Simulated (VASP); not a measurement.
Si4C5, 9 atoms in the cell. The cell holds a slab with vacuum, 9 atoms: a = 3.097 Å, b = 4.379 Å, c = 21.633 Å, α = 90.00°, β = 90.00°, γ = 90.00°. 

| Item | Value |
| --- | --- |
| Program | VASP 6.6.1 |
| Task | single point |
| Functional | PBE |
| Potentials or basis | VASP PAW PBE potentials, release 64 (Si, C) |
| Cutoff | 520 eV |
| k mesh | 9 × 6 × 1 |
| Occupations | gaussian, width 0.05 eV |
| Spin | collinear spin |
| Starting moments | [0.0, 0.0, 0.0, 0.0, 0.0, 0.0, 0.0, 0.0, 2.0] μB |
| Dipole correction | yes |
| Further INCAR settings | ALGO = Normal; EDIFF = 1e-07; NBANDS = 32 |

Potentials or basis: VASP PAW PBE potentials, release 64 (Si, C).

Run with:

```bash
$ cat potpaw_PBE.64/Si/POTCAR potpaw_PBE.64/C/POTCAR > POTCAR
$ mpirun -np 1 vasp_std > vasp.out
```

Hardware: 1 thread of Intel Xeon 8259CL, on a shared host.

Task: Estimate the wall time of this run.

Result: Wall time 17 min on 1 thread of Intel Xeon 8259CL (shared host), peak memory 0.58 GiB. Counts: scf iterations 37, k points 20.
